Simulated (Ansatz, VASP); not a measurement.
# Two plane-wave programs on MgO

```xyz
8
Lattice="3.1505 0.0000 0.0000 -1.5753 2.7284 0.0000 0.0000 0.0000 11.3995" Properties=species:S:1:pos:R:3 pbc="T T T"
Mg    0.0000    1.8190   11.0517
Mg    0.0000    0.0000    2.5173
Mg    0.0000    0.0000    8.2170
Mg    1.5753    0.9095    5.3520
O     0.0000    1.8190    8.8921
O     0.0000    0.0000    6.0377
O     0.0000    0.0000    0.3379
O     1.5753    0.9095    3.1923
```

Alike in both runs: task single point; functional PBE; k mesh 9 × 9 × 4; occupations gaussian, width 0.05 eV; no spin polarisation.

|  | VASP | Ansatz |
| --- | --- | --- |
| version | VASP 6.6.1 | Ansatz 0.2.0 |
| potentials or method | VASP PAW PBE potentials, release 64 (Mg, O), cutoff 520 eV | scalar-relativistic, plane waves, PAW |
| valence electrons in the cell | 32 | 64 |

|  | VASP | Ansatz | Ansatz less VASP |
| --- | --- | --- | --- |
| gap on the k mesh at the Fermi level (eV) | 3.29 | 3.31 | +0.021 |
| least direct gap on the mesh (eV) | 3.29 | 3.31 | +0.021 |
| pressure (GPa) | 2.1 | 2.5 | +0.39 |
| traceless stress, the component that is largest in VASP (GPa) | -16.16 | -15.94 | +0.225 |
| rms of the force components (eV/Å) | 0.360 | 0.356 | -0.0044 |

Atom by atom the forces differ by 0.004 eV/Å (rms over components). With one functional, cell and mesh, what is left measures potentials, basis and numerics. VASP's potentials hold 32 valence electrons a cell and Ansatz's 64, so a difference there can come from the potentials and not from the codes.
